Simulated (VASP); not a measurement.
The system is Ti.

```
Ti
1.0
     3.00786    0.00000    0.00000
    -1.50393    2.60488    0.00000
     0.00000    0.00000    4.77179
Ti
2
Direct
  0.66667 0.33333 0.75000
  0.33333 0.66667 0.25000
```

Base run:

* Program: VASP 6.6.1
* Functional: r2SCAN
* Potentials or basis: VASP PAW PBE potentials, release 64 (Ti_sv)
* Cutoff: 520 eV
* k mesh: 10 × 10 × 6
* Occupations: fermi-dirac, width 0.05 eV
* Spin: no spin polarisation

Its results: band gap on the k mesh zero (band 12 reaches 8.45 eV, above the bottom of band 13 at 7.27 eV); pressure -7.6 GPa.

Task: After a change of settings the same cell gave: band gap on the k mesh zero (band 12 reaches 8.19 eV, above the bottom of band 13 at 7.21 eV); pressure -10.9 GPa. Which change was it?
A. functional from r2SCAN to PBEsol
B. further incar settings from ALGO = Normal; EDIFF = 1e-06; NBANDS = 19 to ALGO = Normal; EDIFF = 1e-07; NBANDS = 19; dispersion from none to D4
C. functional from r2SCAN to LDA; potentials or basis from VASP PAW PBE potentials, release 64 (Ti_sv) to VASP PAW LDA potentials, release 64 (Ti_sv)

Result: A.

Caveats: the PAW data sets were made with another functional, which shifts forces and pressure a little.
